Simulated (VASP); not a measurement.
# TiO2 in VASP: further runs

The runs below take TiO2 through single point, with r2SCAN.

Everything below comes from runs of VASP 6.6.1. Logs are shortened: lines on timing, memory, paths and dates and some standing lists are left out, and cuts for length are marked.

## (1) The cell of the first run

Symmetry: C2/c, No. 15, monoclinic system. Conventional cell: a = 5.412 Å, b = 5.413 Å, c = 5.472 Å, α = 90.00°, β = 118.77°, γ = 90.00°. Within 2.6 Å of Ti (site symmetry 2) lie 6 O at 1.93 to 2.00 Å. O (site symmetry 1) has 3 Ti at 1.93 to 2.00 Å and 2 O at 2.50 Å within 2.6 Å.

## (2) Single point, r2SCAN

The input, POSCAR:

```
TiO2
1.0
    2.7060340000     -2.7066550000      0.0000000000
    2.7060340000      2.7066550000      0.0000000000
   -2.6335310000      0.0000000000      4.7966370000
Ti O
2 4
Direct
    0.1341100000      0.8658900000      0.2500000000
    0.8658900000      0.1341100000      0.7500000000
    0.3312210000      0.0887550000      0.6671490000
    0.6687790000      0.9112450000      0.3328510000
    0.9112450000      0.6687790000      0.8328510000
    0.0887550000      0.3312210000      0.1671490000
```

The input, INCAR.step1:

```
ALGO = Normal
EDIFF = 1E-4
ENCUT = 520
GGA = PE
ISMEAR = 0
LASPH = T
LCHARG = F
LREAL = F
LWAVE = T
NBANDS = 33
NELM = 80
PREC = Accurate
SIGMA = 0.02
```

The input, INCAR.step2:

```
ALGO = Normal
EDIFF = 1E-6
ENCUT = 520
ISIF = 2
ISMEAR = 0
ISTART = 1
LASPH = T
LCHARG = F
LMIXTAU = T
LREAL = F
LWAVE = F
METAGGA = R2SCAN
NBANDS = 33
NELM = 80
PREC = Accurate
SIGMA = 0.02
```

The input, KPOINTS:

```
k-points
0
Gamma
  6 6 4
```

Potentials or basis: VASP PAW PBE potentials, release 64 (Ti_sv, O).

Started as:

```sh
cat potpaw_PBE.64/Ti_sv/POTCAR potpaw_PBE.64/O/POTCAR > POTCAR
cp INCAR.step1 INCAR
mpirun -np 1 vasp_std > vasp.out
cp INCAR.step2 INCAR
mpirun -np 1 vasp_std > vasp.out
```

OUTCAR:

```text
EDIFF = 1E-6
   ENCUT = 520
   ISIF = 2
   ISMEAR = 0
   ISTART = 1
   LASPH = T
   LREAL = F
   METAGGA = R2SCAN
   NELM = 80
   PREC = Accurate

 ion  position               nearest neighbor table
   1  0.134  0.866  0.250-   4 1.93   6 1.93   6 1.98   4 1.98   3 2.00   5 2.00
   2  0.866  0.134  0.750-   5 1.93   3 1.93   5 1.98   3 1.98   6 2.00   4 2.00
   3  0.331  0.089  0.667-   2 1.93   2 1.98   1 2.00
   4  0.669  0.911  0.333-   1 1.93   1 1.98   2 2.00
   5  0.911  0.669  0.833-   2 1.93   2 1.98   1 2.00
   6  0.089  0.331  0.167-   1 1.93   1 1.98   2 2.00

  LATTYP: Found a base centered monoclinic cell.
 ALAT       =     5.4120680000
 B/A-ratio  =     1.0002294871
 C/A-ratio  =     1.0110809974
 COS(beta)  =    -0.4812705001

  Lattice vectors:

 A1 = (   2.7060340000,  -2.7066550000,   0.0000000000)
 A2 = (   2.7060340000,   2.7066550000,   0.0000000000)
 A3 = (  -2.6335310000,   0.0000000000,   4.7966370000)

Analysis of symmetry for initial positions (statically):
=====================================================================
 Subroutine PRICEL returns:
 Original cell was already a primitive cell.

 Routine SETGRP: Setting up the symmetry group for a
 base centered monoclinic supercell.

 Subroutine GETGRP returns: Found  4 space group operations
 (whereof  2 operations were pure point group operations)
 out of a pool of  4 trial point group operations.

The static configuration has the point symmetry S_2 .
 The point group associated with its full space group is C_2h.

Analysis of symmetry for dynamics (positions and initial velocities):
=====================================================================
 Subroutine PRICEL returns:
 Original cell was already a primitive cell.

 Routine SETGRP: Setting up the symmetry group for a
 base centered monoclinic supercell.

 Subroutine GETGRP returns: Found  4 space group operations
 (whereof  2 operations were pure point group operations)
 out of a pool of  4 trial point group operations.

The dynamic configuration has the point symmetry S_2 .
 The point group associated with its full space group is C_2h.

 Subroutine INISYM returns: Found  4 space group operations
 (whereof  2 operations are pure point group operations),
 and found     1 'primitive' translations

----------------------------------------------------------------------------------------

                                     Primitive cell

  volume of cell :      70.2640

  direct lattice vectors                    reciprocal lattice vectors
     2.706034000 -2.706655000  0.000000000     0.184772253 -0.184729860  0.101446796
     2.706034000  2.706655000  0.000000000     0.184772253  0.184729860  0.101446796
    -2.633531000  0.000000000  4.796637000     0.000000000  0.000000000  0.208479399

  length of vectors
     3.827349122  3.827349122  5.472039111     0.280280858  0.280280858  0.208479399

  position of ions in fractional coordinates (direct lattice)
     0.134110000  0.865890000  0.250000000
     0.865890000  0.134110000  0.750000000
     0.331221000  0.088755000  0.667149000
     0.668779000  0.911245000  0.332851000
     0.911245000  0.668779000  0.832851000
     0.088755000  0.331221000  0.167149000

  ion indices of the primitive-cell ions
   primitive index   ion index
                 1           1
                 2           2
                 3           3
                 4           4
                 5           5
                 6           6

----------------------------------------------------------------------------------------

 KPOINTS: k-points

Automatic generation of k-mesh.
 Grid dimensions read from file:
 generate k-points for:    6    6    4

 Generating k-lattice:

  Cartesian coordinates                     Fractional coordinates (reciprocal lattice)
     0.030795376 -0.030788310  0.016907799     0.166666667  0.000000000  0.000000000
     0.030795376  0.030788310  0.016907799     0.000000000  0.166666667  0.000000000
     0.000000000  0.000000000  0.052119850     0.000000000  0.000000000  0.250000000

  Length of vectors
     0.046713476  0.046713476  0.052119850

  Shift w.r.t. Gamma in fractional coordinates (k-lattice)
     0.000000000  0.000000000  0.000000000

 Subroutine IBZKPT returns following result:
 ===========================================

 Found     47 irreducible k-points:

 Following reciprocal coordinates:
            Coordinates               Weight
  0.000000  0.000000  0.000000      1.000000
  0.166667  0.000000  0.000000      4.000000
  0.333333  0.000000  0.000000      4.000000
  0.500000  0.000000  0.000000      2.000000
  0.166667  0.166667  0.000000      2.000000
  0.333333  0.166667  0.000000      4.000000
[... 16 lines left out ...]
 -0.333333  0.166667  0.250000      4.000000
 -0.166667  0.166667  0.250000      4.000000
 [... further k-points ...]
   k-points           NKPTS =     47   k-points in BZ     NKDIM =     47   number of bands    NBANDS=     33
[... 47 lines left out ...]
   NGX = 15   NGY = 15   NGZ = 21

 number of electron      47.9999994 magnetization

 Free energy of the ion-electron system (eV)
  ---------------------------------------------------
  ext. energy  EPLUGINS =         0.00000000
  ---------------------------------------------------
  free energy    TOTEN  =       -69.82614529 eV

  energy without entropy =      -69.82614529  energy(sigma->0) =      -69.82614529

 E-fermi :   3.0560     XC(G=0): -11.3026

 val. band max:        2.7631011386   @ k =   0.5000   0.5000   0.0000
 cond. band min:       5.2259646615   @ k =   0.0000   0.0000   0.0000
 fundamental gap:      2.4628635229
 Fermi energy:         3.0559768424

 k-point     1 :       0.0000    0.0000    0.0000
  band No.  band energies     occupation
      1     -55.9493      2.00000
      2     -55.8958      2.00000
      3     -31.3261      2.00000
      4     -31.1008      2.00000
      5     -31.1004      2.00000
      6     -31.0398      2.00000
[... 25 lines left out ...]
     32       8.1423      0.00000
     33       8.1491      0.00000

 k-point     2 :       0.1667    0.0000    0.0000
  band No.  band energies     occupation
      1     -55.9459      2.00000
      2     -55.8981      2.00000
      3     -31.3176      2.00000
      4     -31.1329      2.00000
      5     -31.1031      2.00000
      6     -31.0505      2.00000
[... 25 lines left out ...]
     32       8.4251      0.00000
     33       8.7922      0.00000

 k-point     3 :       0.3333    0.0000    0.0000
  band No.  band energies     occupation
      1     -55.9379      2.00000
      2     -55.9042      2.00000
      3     -31.2994      2.00000
      4     -31.1945      2.00000
      5     -31.1076      2.00000
      6     -31.0704      2.00000
[... 25 lines left out ...]
     32       8.7787      0.00000
     33       9.3335      0.00000

 k-point     4 :       0.5000    0.0000    0.0000
  band No.  band energies     occupation
      1     -55.9324      2.00000
      2     -55.9087      2.00000
      3     -31.2865      2.00000
      4     -31.2291      2.00000
      5     -31.1097      2.00000
      6     -31.0756      2.00000
[... 25 lines left out ...]
     32       8.8778      0.00000
     33       9.5477      0.00000

 k-point     5 :       0.1667    0.1667    0.0000
  band No.  band energies     occupation
      1     -55.9408      2.00000
      2     -55.9022      2.00000
      3     -31.2967      2.00000
      4     -31.1558      2.00000
      5     -31.1220      2.00000
      6     -31.0589      2.00000
[... 604 lines left out ...]
 k-point    22 :       0.5000    0.1667    0.2500
  band No.  band energies     occupation
      1     -55.9325      2.00000
      2     -55.9076      2.00000
      3     -31.3119      2.00000
      4     -31.2241      2.00000
      5     -31.1270      2.00000
      6     -31.0953      2.00000
[... 25 lines left out ...]
     32       9.4243      0.00000
     33       9.6820      0.00000

 k-point    23 :      -0.3333    0.1667    0.2500
  band No.  band energies     occupation
      1     -55.9371      2.00000
      2     -55.9039      2.00000
      3     -31.3137      2.00000
      4     -31.2019      2.00000
      5     -31.1265      2.00000
      6     -31.0802      2.00000
[... 25 lines left out ...]
     32       9.4286      0.00000
     33       9.5492      0.00000

 k-point    24 :      -0.1667    0.1667    0.2500
  band No.  band energies     occupation
      1     -55.9379      2.00000
      2     -55.9052      2.00000
      3     -31.2833      2.00000
      4     -31.1618      2.00000
      5     -31.1252      2.00000
      6     -31.0589      2.00000
[... 25 lines left out ...]
     32       8.9670      0.00000
     33       9.1881      0.00000

 [... further k-points ...]

------------------------ aborting loop because EDIFF is reached ----------------------------------------

  FORCE on cell =-STRESS in cart. coord.  units (eV):
  Direction    XX          YY          ZZ          XY          YZ          ZX
  --------------------------------------------------------------------------------------
  -------------------------------------------------------------------------------------
  Total       -2.2965159     -2.3156430     -2.2836260      0.0000000      0.0000000     -0.1019110
  in kB      -52.3657147    -52.8018556    -52.0717957      0.0000000      0.0000000     -2.3237998
  external PRESSURE =     -52.4131220 kB  Pullay stress =       0.0000000 kB

 VOLUME and BASIS-vectors are now :
 -----------------------------------------------------------------------------
  energy-cutoff  :      520.00
  volume of cell :       70.26
      direct lattice vectors                 reciprocal lattice vectors
     2.706034000 -2.706655000  0.000000000     0.184772253 -0.184729860  0.101446796
     2.706034000  2.706655000  0.000000000     0.184772253  0.184729860  0.101446796
    -2.633531000  0.000000000  4.796637000     0.000000000  0.000000000  0.208479399

 POSITION                                       TOTAL-FORCE (eV/Angst)
 -----------------------------------------------------------------------------------
      2.04765      1.98068      1.19916         0.000000      0.094875      0.000000
      0.73089     -1.98068      3.59748        -0.000000     -0.094875     -0.000000
     -0.62049     -0.65627      3.20007        -0.003811     -0.030237     -0.196438
      3.39903      0.65627      1.59657         0.003811      0.030237      0.196438
      2.08226     -0.65627      3.99488         0.003811     -0.030237      0.196438
      0.69628      0.65627      0.80175        -0.003811      0.030237     -0.196438
 -----------------------------------------------------------------------------------
    total drift:                               -0.000000      0.000000     -0.000000

  FREE ENERGIE OF THE ION-ELECTRON SYSTEM (eV)
  ---------------------------------------------------
  free  energy   TOTEN  =       -69.8261452887 eV

  energy  without entropy=      -69.8261452887  energy(sigma->0) =      -69.82614529
```

It took 11 min on 1 thread of Intel Xeon 8259CL, shared host; peak memory 0.21 GiB.

Results:

```
Free energy            : -69.8261 eV
Pressure               : -5.2 GPa
Largest force          : 0.199 eV/Å
Band gap on the k mesh : 2.46 eV (least direct gap 2.81 eV)
```

Forces in eV/Å, atoms in the order of the input:
```
Ti   0.000  0.095  0.000
Ti   0.000 -0.095  0.000
O   -0.004 -0.030 -0.196
O    0.004  0.030  0.196
O    0.004 -0.030  0.196
O   -0.004  0.030 -0.196
```

Caveat: the cell stands under tension; the PAW data sets were made with another functional, which shifts forces and pressure a little. A k mesh can miss the band edges.

## (3) Single point, r2SCAN

POSCAR is that of step 2.

The input, INCAR.step1:

```
SYSTEM = TiO2
  PREC = Accurate
  ENCUT = 520
  ISMEAR = 0
  SIGMA = 0.02
  LREAL = .False.
  LASPH = .True.
  NELM = 100
  NBANDS = 33
  GGA = PE
  ALGO = Normal
  EDIFF = 1E-4
  LWAVE = .True.
  LCHARG = .False.
```

The input, INCAR.step2:

```
SYSTEM = TiO2
  PREC = Accurate
  ENCUT = 520
  EDIFF = 1E-6
  ISMEAR = 0
  SIGMA = 0.02
  LREAL = .False.
  LASPH = .True.
  NELM = 100
  ALGO = Normal
  ISIF = 2
  LWAVE = .False.
  LCHARG = .False.
  METAGGA = R2SCAN
  LMIXTAU = .True.
  NBANDS = 33
  ISTART = 1
```

The input, KPOINTS:

```
Automatic mesh
0
Gamma
  6 6 6
  0 0 0
```

Potentials or basis: VASP PAW PBE potentials, release 64 (Ti_sv, O).

Started as:

```sh
cat potpaw_PBE.64/Ti_sv/POTCAR potpaw_PBE.64/O/POTCAR > POTCAR
cp INCAR.step1 INCAR
mpirun -np 1 vasp_std > vasp.out
cp INCAR.step2 INCAR
mpirun -np 1 vasp_std > vasp.out
```

Wall time 15 min (1 thread of Intel Xeon 8259CL, shared host); peak memory 0.24 GiB.

Results (log left out):

- Free energy: -69.8262 eV
- Pressure: -5.2 GPa
- Largest force: 0.199 eV/Å
- Band gap on the k mesh: 2.46 eV (least direct gap 2.82 eV)

Forces in eV/Å, atoms in the order of the input:
```
Ti   0.000  0.095  0.000
Ti   0.000 -0.095  0.000
O   -0.004 -0.030 -0.196
O    0.004  0.030  0.196
O    0.004 -0.030  0.196
O   -0.004  0.030 -0.196
```

Stress tensor (GPa, compression positive):
```
-5.24  0.00 -0.23
 0.00 -5.28  0.00
-0.23  0.00 -5.21
```

Levels at points of the mesh, in eV from the valence-band top:
```
           k point  band 22  band 23  band 24  band 25  band 26  band 27
(0.00, 0.00, 0.00)    -0.76    -0.46    -0.45     2.46     3.18     4.21
(0.50, 0.00, 0.00)    -0.93    -0.91    -0.66     3.61     3.75     3.76
(0.50, 0.50, 0.00)    -1.89    -0.02     0.00     3.61     3.65     3.90
(0.00, 0.00, 0.50)    -1.29    -0.15    -0.15     2.81     2.81     4.05
(0.50, 0.00, 0.50)    -0.91    -0.91    -0.66     3.46     3.84     3.88
(0.50, 0.50, 0.50)    -2.04    -0.02    -0.02     3.63     3.63     4.08
```

Caveat: the cell stands under tension; the PAW data sets were made with another functional, which shifts forces and pressure a little. A k mesh can miss the band edges.

## (4) Single point, r2SCAN

This run uses another cell than the first one, of 11.40 Å³/atom.

The input, POSCAR:

```
TiO2
1.0
    2.6711592195     -2.6712449049     -0.0201432245
    2.6711592195      2.6712449049     -0.0201432245
   -2.6352959151      0.0000000000      4.8120233935
Ti O
2 4
Direct
    0.1249872915      0.8750127085      0.2500000000
    0.8750127085      0.1249872915      0.7500000000
    0.3322791879      0.0822510754      0.6645436859
    0.6677208121      0.9177489246      0.3354563141
    0.9177489246      0.6677208121      0.8354563141
    0.0822510754      0.3322791879      0.1645436859
```

The input, INCAR.step1:

```
PREC = Accurate
ENCUT = 520
ISMEAR = 0
SIGMA = 0.02
LREAL = F
LASPH = T
NELM = 100
NBANDS = 33
GGA = PE
ALGO = Normal
EDIFF = 1E-4
LWAVE = T
LCHARG = F
```

The input, INCAR.step2:

```
PREC = Accurate
ENCUT = 520
EDIFF = 1E-6
ISMEAR = 0
SIGMA = 0.02
LREAL = F
LASPH = T
NELM = 100
ALGO = Normal
ISIF = 2
LWAVE = F
LCHARG = F
METAGGA = R2SCAN
LMIXTAU = T
NBANDS = 33
ISTART = 1
```

The input, KPOINTS:

```
regular mesh
0
Gamma
  8 8 6
```

Started as:

```sh
cat potpaw_PBE.64/Ti_sv/POTCAR potpaw_PBE.64/O/POTCAR > POTCAR
cp INCAR.step1 INCAR
mpirun -np 1 vasp_std > vasp.out
cp INCAR.step2 INCAR
mpirun -np 1 vasp_std > vasp.out
```

It took 22 min on 1 thread of Oxide Virtual Turin-like, shared host; peak memory 0.29 GiB.

The run converged. Its results:

```yaml
Free_energy: -69.8581 eV
Pressure: 1.2 GPa
Largest_force: 0.026 eV/Å
Band_gap_on_the_k_mesh: 2.59 eV (least direct gap 2.90 eV)
```

Forces in eV/Å, atoms in the order of the input:
```
Ti   0.000 -0.001  0.000
Ti   0.000  0.001  0.000
O    0.000  0.001  0.026
O    0.000 -0.001 -0.026
O    0.000  0.001 -0.026
O    0.000 -0.001  0.026
```

Stress tensor (GPa, compression positive):
```
1.31 0.00 0.00
0.00 1.30 0.00
0.00 0.00 1.10
```

Levels at points of the mesh, in eV from the valence-band top:
```csv
k point,band 22,band 23,band 24,band 25,band 26,band 27
"(0.00, 0.00, 0.00)",-0.76,-0.44,-0.44,2.59,3.31,4.50
"(0.50, 0.00, 0.00)",-0.93,-0.84,-0.65,3.72,3.99,4.04
"(0.50, 0.50, 0.00)",-2.05,-0.01,-0.01,3.77,3.77,4.24
"(0.00, 0.00, 0.50)",-1.26,-0.09,-0.09,2.94,2.94,4.26
"(0.50, 0.00, 0.50)",-0.93,-0.84,-0.65,3.72,3.99,4.04
"(0.50, 0.50, 0.50)",-2.05,-0.01,-0.01,3.77,3.77,4.24
```

Caveat: the PAW data sets were made with another functional, which shifts forces and pressure a little. A k mesh can miss the band edges.

## (5) Single point, r2SCAN

This run uses another cell than the first one, of 11.40 Å³/atom.

POSCAR is that of step 4.

The input, INCAR.step1:

```
SYSTEM = TiO2
PREC     = Accurate       ! precision mode
ENCUT    = 520            ! plane-wave cutoff, eV
ISMEAR   = 0              ! smearing method
SIGMA    = 0.02           ! smearing width, eV
LREAL    = .FALSE.        ! projectors in reciprocal space
LASPH    = .TRUE.         ! aspherical terms in the spheres
NELM     = 80             ! most SCF steps
NBANDS   = 33             ! bands
GGA      = PE             ! functional
ALGO     = Normal         ! electronic algorithm
EDIFF    = 1E-4           ! SCF threshold, eV
LWAVE    = .TRUE.         ! write WAVECAR
LCHARG   = .FALSE.        ! write CHGCAR
```

The input, INCAR.step2:

```
SYSTEM = TiO2
PREC     = Accurate       ! precision mode
ENCUT    = 520            ! plane-wave cutoff, eV
EDIFF    = 1E-6           ! SCF threshold, eV
ISMEAR   = 0              ! smearing method
SIGMA    = 0.02           ! smearing width, eV
LREAL    = .FALSE.        ! projectors in reciprocal space
LASPH    = .TRUE.         ! aspherical terms in the spheres
NELM     = 80             ! most SCF steps
ALGO     = Normal         ! electronic algorithm
ISIF     = 2              ! what is computed and relaxed
LWAVE    = .FALSE.        ! write WAVECAR
LCHARG   = .FALSE.        ! write CHGCAR
METAGGA  = R2SCAN         ! meta-GGA
LMIXTAU  = .TRUE.       
NBANDS   = 33             ! bands
ISTART   = 1
```

The input, KPOINTS:

```
regular mesh
0
G
  8 8 6
  0 0 0
```

Started as:

```sh
cat potpaw_PBE.64/Ti_sv/POTCAR potpaw_PBE.64/O/POTCAR > POTCAR
cp INCAR.step1 INCAR
mpirun -np 1 vasp_std > vasp.out
cp INCAR.step2 INCAR
mpirun -np 1 vasp_std > vasp.out
```

Run time: 20 min. Hardware: 1 thread of Oxide Virtual Turin-like, shared host; peak memory 0.29 GiB.

The run converged. Its results:

```
Free energy            : -69.8581 eV
Pressure               : 1.2 GPa
Largest force          : 0.026 eV/Å
Band gap on the k mesh : 2.59 eV (least direct gap 2.90 eV)
```

Forces on the atoms (eV/Å):
```
Ti   0.000 -0.001  0.000
Ti   0.000  0.001  0.000
O    0.000  0.001  0.026
O    0.000 -0.001 -0.026
O    0.000  0.001 -0.026
O    0.000 -0.001  0.026
```

Stress tensor (GPa, compression positive):
```
1.31 0.00 0.00
0.00 1.30 0.00
0.00 0.00 1.10
```

Levels at points of the mesh, in eV from the valence-band top:
```tsv
k point	band 21	band 22	band 23	band 24	band 25	band 26	band 27	band 28
(0.00, 0.00, 0.00)	-0.76	-0.76	-0.44	-0.44	2.59	3.31	4.50	4.50
(0.50, 0.00, 0.00)	-1.92	-0.93	-0.84	-0.65	3.72	3.99	4.04	4.09
(0.50, 0.50, 0.00)	-2.05	-2.05	-0.01	-0.01	3.77	3.77	4.24	4.24
(0.00, 0.00, 0.50)	-1.26	-1.26	-0.09	-0.09	2.94	2.94	4.26	4.26
(0.50, 0.00, 0.50)	-1.92	-0.93	-0.84	-0.65	3.72	3.99	4.04	4.09
(0.50, 0.50, 0.50)	-2.05	-2.05	-0.01	-0.01	3.77	3.77	4.24	4.24
```

Caveat: the PAW data sets were made with another functional, which shifts forces and pressure a little. A k mesh can miss the band edges.

## (6) Overview

```tsv
cell	k mesh	gap on the mesh (eV)	pressure (GPa)	largest force (eV/Å)
a = 3.827, b = 3.827, c = 5.472 Å, angles 109.9, 109.9, 90.0°, 6 atoms, atomic positions A	6 × 6 × 4	2.46	-5.2	0.20
a = 3.827, b = 3.827, c = 5.472 Å, angles 109.9, 109.9, 90.0°, 6 atoms, atomic positions A	6 × 6 × 6	2.46	-5.2	0.20
a = 3.778, b = 3.778, c = 5.486 Å, angles 110.1, 110.1, 90.0°, 6 atoms, atomic positions B	8 × 8 × 6	2.59	1.2	0.03
```

Alike in all rows: task single point; level r2SCAN; potentials or basis VASP PAW PBE potentials, release 64 (Ti_sv, O); no spin polarisation; cutoff (eV) 520; smearing gaussian 0.02 eV.

Caveats: the PAW data sets were made with another functional, which shifts forces and pressure a little; the cell stands under tension (at least some runs).

Absolute energies hang on the potentials; compare differences alone.
